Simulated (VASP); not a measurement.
# SiNi (P2_13) in VASP: a series of runs

Aim: see how the results for SiNi move with the level of theory and the settings. Levels: revPBE+D3(BJ), RPBE+D3(BJ), PBEsol+D3(BJ). Tasks: single point, relaxation of cell and atoms.

Everything below comes from runs of VASP 6.6.1. Logs are shortened: lines on timing, memory, paths and dates and some standing lists are left out, and cuts for length are marked.

## (1) The cell of the first run

Symmetry: P2_13, No. 198, cubic system. Conventional cell: a = 4.429 Å, b = 4.429 Å, c = 4.429 Å, α = 90.00°, β = 90.00°, γ = 90.00°. Ni (site symmetry 3) has 7 Si at 2.32 to 2.40 Å and 6 Ni at 2.73 Å within 3.1 Å. Si (site symmetry 3) has 7 Ni at 2.32 to 2.40 Å and 6 Si at 2.73 Å within 3.1 Å.

## (2) Single point, revPBE+D3(BJ), collinear spin, ferromagnetic start

INCAR reads:

```
  PREC = Accurate
  ENCUT = 520
  EDIFF = 1E-7
  ISMEAR = -1
  SIGMA = 0.05
  LREAL = F
  LASPH = T
  NELM = 150
  ALGO = Normal
  ISIF = 2
  LWAVE = F
  LCHARG = F
  ISPIN = 2
  MAGMOM = 1 1 1 1 0 0 0 0
  LORBIT = 11
  LMAXMIX = 4
  GGA = RE
  IVDW = 12
  NBANDS = 42
```

KPOINTS reads:

```
Automatic mesh
0
Gamma
  6 6 6
```

POSCAR reads:

```
SiNi
1.0
    4.4288806067      0.0000000000      0.0000000000
    0.0000000000      4.4288806067      0.0000000000
    0.0000000000      0.0000000000      4.4288806067
Ni Si
4 4
Direct
    0.1495380761      0.1495380761      0.1495380761
    0.6495380761      0.3504619239      0.8504619239
    0.8504619239      0.6495380761      0.3504619239
    0.3504619239      0.8504619239      0.6495380761
    0.8470383296      0.8470383296      0.8470383296
    0.3470383296      0.6529616704      0.1529616704
    0.1529616704      0.3470383296      0.6529616704
    0.6529616704      0.1529616704      0.3470383296
```

Potentials or basis: VASP PAW PBE potentials, release 64 (Ni, Si).

Launch:

```sh
> cat potpaw_PBE.64/Ni/POTCAR potpaw_PBE.64/Si/POTCAR > POTCAR
> mpirun -np 1 vasp_std > vasp.out
```

OUTCAR:

```text
PREC = Accurate
   ENCUT = 520
   EDIFF = 1E-7
   ISMEAR = -1
   LREAL = F
   LASPH = T
   NELM = 150
   ISIF = 2
   ISPIN = 2
   LORBIT = 11
   GGA = RE
   IVDW = 12
 IVDW          = 12

 ion  position               nearest neighbor table
   1  0.150  0.150  0.150-   5 2.32   6 2.37   7 2.37   8 2.37   6 2.40   7 2.40   8 2.40   3 2.73
                             4 2.73   2 2.73   4 2.73   3 2.73   2 2.73
   2  0.650  0.350  0.850-   6 2.32   5 2.37   7 2.37   8 2.37   7 2.40   8 2.40   5 2.40   1 2.73
                             3 2.73   3 2.73   4 2.73   4 2.73   1 2.73
   3  0.850  0.650  0.350-   7 2.32   6 2.37   5 2.37   8 2.37   8 2.40   5 2.40   6 2.40   1 2.73
                             2 2.73   2 2.73   1 2.73   4 2.73   4 2.73
   4  0.350  0.850  0.650-   8 2.32   6 2.37   7 2.37   5 2.37   6 2.40   7 2.40   5 2.40   1 2.73
                             1 2.73   2 2.73   2 2.73   3 2.73   3 2.73
   5  0.847  0.847  0.847-   1 2.32   2 2.37   3 2.37   4 2.37   2 2.40   3 2.40   4 2.40   6 2.73
                             7 2.73   8 2.73   8 2.73   7 2.73   6 2.73
   6  0.347  0.653  0.153-   2 2.32   1 2.37   3 2.37   4 2.37   3 2.40   4 2.40   1 2.40   8 2.73
                             5 2.73   7 2.73   7 2.73   8 2.73   5 2.73
   7  0.153  0.347  0.653-   3 2.32   2 2.37   1 2.37   4 2.37   4 2.40   1 2.40   2 2.40   8 2.73
                             5 2.73   6 2.73   5 2.73   6 2.73   8 2.73
   8  0.653  0.153  0.347-   4 2.32   2 2.37   3 2.37   1 2.37   2 2.40   3 2.40   1 2.40   7 2.73
                             5 2.73   5 2.73   6 2.73   6 2.73   7 2.73

  LATTYP: Found a simple cubic cell.
 ALAT       =     4.4288806067

  Lattice vectors:

 A1 = (   4.4288806067,   0.0000000000,   0.0000000000)
 A2 = (   0.0000000000,   4.4288806067,   0.0000000000)
 A3 = (   0.0000000000,   0.0000000000,   4.4288806067)

Analysis of symmetry for initial positions (statically):
=====================================================================
 Subroutine PRICEL returns:
 Original cell was already a primitive cell.

 Routine SETGRP: Setting up the symmetry group for a
 simple cubic supercell.

 Subroutine GETGRP returns: Found 12 space group operations
 (whereof  3 operations were pure point group operations)
 out of a pool of 48 trial point group operations.

The static configuration has the point symmetry C_3 .
 The point group associated with its full space group is T   .

Analysis of symmetry for dynamics (positions and initial velocities):
=====================================================================
 Subroutine PRICEL returns:
 Original cell was already a primitive cell.

 Routine SETGRP: Setting up the symmetry group for a
 simple cubic supercell.

 Subroutine GETGRP returns: Found 12 space group operations
 (whereof  3 operations were pure point group operations)
 out of a pool of 48 trial point group operations.

The dynamic configuration has the point symmetry C_3 .
 The point group associated with its full space group is T   .

Analysis of structural, dynamic, and magnetic symmetry:
=====================================================================
 Subroutine PRICEL returns:
 Original cell was already a primitive cell.

 Routine SETGRP: Setting up the symmetry group for a
 simple cubic supercell.

 Subroutine GETGRP returns: Found 12 space group operations
 (whereof  3 operations were pure point group operations)
 out of a pool of 48 trial point group operations.

The overall configuration has the point symmetry C_3 .
 The point group associated with its full space group is T   .

 Subroutine INISYM returns: Found 12 space group operations
 (whereof  3 operations are pure point group operations),
 and found     1 'primitive' translations

----------------------------------------------------------------------------------------

                                     Primitive cell

  volume of cell :      86.8724

  direct lattice vectors                    reciprocal lattice vectors
     4.428880607  0.000000000  0.000000000     0.225790688  0.000000000  0.000000000
     0.000000000  4.428880607  0.000000000     0.000000000  0.225790688  0.000000000
     0.000000000  0.000000000  4.428880607     0.000000000  0.000000000  0.225790688

  length of vectors
[... 82 lines left out ...]
   NGXF,Y,Z  is equivalent  to a cutoff of  27.03, 27.03, 27.03 a.u.
 SYSTEM =  unknown system
   PREC   = accura    normal or accurate (medium, high low for compatibility)
   ISTART =      0    job   : 0-new  1-cont  2-samecut
   ICHARG =      2    charge: 1-file 2-atom 10-const
   ISPIN  =      2    spin polarized calculation?
   LNONCOLLINEAR =      F non collinear calculations
   LSORBIT =      F    spin-orbit coupling
   LASPH  =      T    aspherical Exc in radial PAW
   ENCUT  =  520.0 eV  38.22 Ry    6.18 a.u.   8.23  8.23  8.23*2*pi/ulx,y,z
   NELM   =    150;   NELMIN=  2; NELMDL= -5     # of ELM steps
   EDIFF  = 0.1E-06   stopping-criterion for ELM
   LREAL  =      F    real-space projection
   EDIFFG = 0.1E-05   stopping-criterion for IOM
   NSW    =      0    number of steps for IOM
   IBRION =     -1    ionic relax: 0-MD 1-quasi-New 2-CG
   NFREE  =      0    steps in history (QN), initial steepest desc. (CG)
   ISIF   =      2    stress and relaxation
   ISYM   =      2    0-nonsym 1-usesym 2-fastsym
   POTIM  = 0.5000    time-step for ionic-motion
   TEBEG  =    0.0;   TEEND  =   0.0 temperature during run
   PSTRESS=    0.0 pullay stress
   NELECT =      56.0000    total number of electrons
   NUPDOWN=      -1.0000    fix difference up-down
   EMIN   =  10.00;   EMAX   =-10.00  energy-range for DOS
   EFERMI =   0.00;   METHOD = LEGACY
   ISMEAR =    -1;   SIGMA  =   0.05  broadening in eV -4-tet -1-fermi 0-gaus
   EFERMI_NEDOS =   21; number of points for ismear=-14 and -15
   IALGO  =     38    algorithm
   IMIX   =      4    mixing-type and parameters
     AMIX     =   0.40;   BMIX     =  1.00
     AMIX_MAG =   1.60;   BMIX_MAG =  1.00
  volume/ion in A,a.u.               =      10.86        73.28
  Fermi-wavevector in a.u.,A,eV,Ry     =   1.414198  2.672447 27.211051  1.999956
  Thomas-Fermi vector in A             =   2.535765
   LORBIT       =     11    0 simple, 1 ext, 2 COOP (PROOUT), +10 PAW based schemes
   GGA     = RE    functional components
   LHFCALC =     F    Hartree Fock is set to
   AEXX    =    0.0000 exact exchange contribution
   IVDW    =    12    specifies the selected vdW correction
   LEPSILON=     F    determine dielectric tensor
   LRPA    =     F    only Hartree local field effects (RPA)
 spin polarized calculation
  energy-cutoff  :      520.00
  volume of cell :       86.87
 maximum number of plane-waves:      2364
 NGX is ok and might be reduce to    36
   NGX = 17   NGY = 17   NGZ = 17

 number of electron      56.0000000 magnetization       0.0000387

 number of electron      56.0000000 magnetization      -0.0000054

 Free energy of the ion-electron system (eV)
  ---------------------------------------------------
  ext. energy  EPLUGINS =         0.00000000
  ---------------------------------------------------
  free energy    TOTEN  =       -43.89173725 eV

  energy without entropy =      -43.86904455  energy(sigma->0) =      -43.88039090

 E-fermi :  12.8513     XC(G=0): -12.7763

 val. band max:       12.7849635762   @ k =   0.3333   0.0000   0.0000
 cond. band min:      12.8668162047   @ k =   0.3333   0.0000   0.0000
 fundamental gap:      0.0818526285
 Fermi energy:        12.8513392226

 spin component 1

 k-point     1 :       0.0000    0.0000    0.0000
  band No.  band energies     occupation
      1      -1.8669      1.00000
      2       3.7246      1.00000
      3       3.7246      1.00000
      4       3.7246      1.00000
      5       6.2352      1.00000
      6       6.2352      1.00000
[... 1021 lines left out ...]
     39      19.4047      0.00000
     40      19.4047      0.00000
 Fermi energy:        12.8513392226

 spin component 2

 k-point     1 :       0.0000    0.0000    0.0000
  band No.  band energies     occupation
      1      -1.8669      1.00000
      2       3.7246      1.00000
      3       3.7246      1.00000
      4       3.7246      1.00000
      5       6.2352      1.00000
      6       6.2352      1.00000
[... 1021 lines left out ...]
     39      19.4047      0.00000
     40      19.4047      0.00000
 [bands above 40 left out]

------------------------ aborting loop because EDIFF is reached ----------------------------------------

 Edisp (eV)   -8.05386

 E8    (eV) :    -5.5601

  FORCE on cell =-STRESS in cart. coord.  units (eV):
  Direction    XX          YY          ZZ          XY          YZ          ZX
  --------------------------------------------------------------------------------------
  -------------------------------------------------------------------------------------
  Total      -0.12315    -0.12315    -0.12315     0.00000     0.00000     0.00000
  in kB      -2.27122    -2.27122    -2.27122     0.00000     0.00000     0.00000
  external pressure =       -2.27 kB  Pullay stress =        0.00 kB

 VOLUME and BASIS-vectors are now :
 -----------------------------------------------------------------------------
  energy-cutoff  :      520.00
  volume of cell :       86.87
      direct lattice vectors                 reciprocal lattice vectors
     4.428880607  0.000000000  0.000000000     0.225790688  0.000000000  0.000000000
     0.000000000  4.428880607  0.000000000     0.000000000  0.225790688  0.000000000
     0.000000000  0.000000000  4.428880607     0.000000000  0.000000000  0.225790688

 POSITION                                       TOTAL-FORCE (eV/Angst)
 -----------------------------------------------------------------------------------
      0.66229      0.66229      0.66229        -0.000850     -0.000850     -0.000850
      2.87673      1.55215      3.76659        -0.000850      0.000850      0.000850
      3.76659      2.87673      1.55215         0.000850     -0.000850      0.000850
      1.55215      3.76659      2.87673         0.000850      0.000850     -0.000850
      3.75143      3.75143      3.75143         0.001991      0.001991      0.001991
      1.53699      2.89189      0.67745         0.001991     -0.001991     -0.001991
      0.67745      1.53699      2.89189        -0.001991      0.001991     -0.001991
      2.89189      0.67745      1.53699        -0.001991     -0.001991      0.001991
 -----------------------------------------------------------------------------------
    total drift:                                0.000000      0.000000      0.000000

  FREE ENERGIE OF THE ION-ELECTRON SYSTEM (eV)
  ---------------------------------------------------
  free  energy   TOTEN  =       -51.9456001116 eV

  energy  without entropy=      -51.9229074078  energy(sigma->0) =      -51.93425376

 total charge

# of ion       s       p       d       tot
------------------------------------------
    1        0.475   0.660   8.519   9.654
    2        0.475   0.660   8.519   9.654
    3        0.475   0.660   8.519   9.654
    4        0.475   0.660   8.519   9.654
    5        0.734   0.882   0.000   1.616
    6        0.734   0.882   0.000   1.616
    7        0.734   0.882   0.000   1.616
    8        0.734   0.882   0.000   1.616
--------------------------------------------------
tot          4.835   6.167  34.077  45.079

 magnetization (x)

# of ion       s       p       d       tot
------------------------------------------
    1       -0.000   0.000   0.000   0.000
    2       -0.000   0.000   0.000   0.000
    3       -0.000   0.000   0.000   0.000
    4       -0.000   0.000   0.000   0.000
    5       -0.000  -0.000   0.000  -0.000
    6       -0.000  -0.000   0.000  -0.000
    7       -0.000  -0.000   0.000  -0.000
    8       -0.000  -0.000   0.000  -0.000
--------------------------------------------------
tot         -0.000  -0.000   0.000  -0.000
```

Run time: 2.6 min. Hardware: 1 thread of Oxide Virtual Turin-like, shared host; peak memory 0.28 GiB.

Results:

- Free energy: -51.9456 eV
- Pressure: -0.2 GPa
- Largest force: 0.003 eV/Å
- Band gap on the k mesh: zero (filled and empty bands overlap)
- Net moment: 0.00 μB per cell
- Valence electrons inside the program's atomic spheres: Ni 9.65; Si 1.62
- Dispersion energy per atom: -1.007 eV

Forces in eV/Å, atoms in the order of the input:
```
Ni  -0.001 -0.001 -0.001
Ni  -0.001  0.001  0.001
Ni   0.001 -0.001  0.001
Ni   0.001  0.001 -0.001
Si   0.002  0.002  0.002
Si   0.002 -0.002 -0.002
Si  -0.002  0.002 -0.002
Si  -0.002 -0.002  0.002
```

Levels at points of the mesh, in eV from the Fermi level:
Spin up:
```tsv
k point	band 25	band 26	band 27	band 28	band 29	band 30	band 31	band 32
(0.00, 0.00, 0.00)	-1.73	-1.73	-1.73	1.09	1.09	1.09	1.39	1.39
(0.50, 0.00, 0.00)	-2.14	-2.14	-0.68	-0.68	-0.18	-0.18	2.85	2.85
(0.50, 0.50, 0.00)	-1.65	-1.65	-1.04	-1.04	0.40	0.40	0.91	0.91
(0.50, 0.50, 0.50)	-1.91	-1.91	-1.91	-1.91	4.44	4.44	4.44	4.44
```
Spin down:
```
           k point  band 24  band 25  band 26  band 27  band 28  band 29  band 30  band 31  band 32  band 33
(0.00, 0.00, 0.00)    -2.42    -1.73    -1.73    -1.73     1.09     1.09     1.09     1.39     1.39     2.04
(0.50, 0.00, 0.00)    -2.28    -2.14    -2.14    -0.68    -0.68    -0.18    -0.18     2.85     2.85     3.00
(0.50, 0.50, 0.00)    -2.59    -1.65    -1.65    -1.04    -1.04     0.40     0.40     0.91     0.91     3.97
(0.50, 0.50, 0.50)    -2.84    -1.91    -1.91    -1.91    -1.91     4.44     4.44     4.44     4.44     4.65
```

Caveat: the dispersion term is far too large for a dense solid, which distorts pressure and volume; the moments typed at the start vanished in this run; the PAW data sets were made with another functional, which shifts forces and pressure a little.

[end of part 1 of 2]

The gap in the log of VASP goes by the Fermi energy; the results here count the filled bands.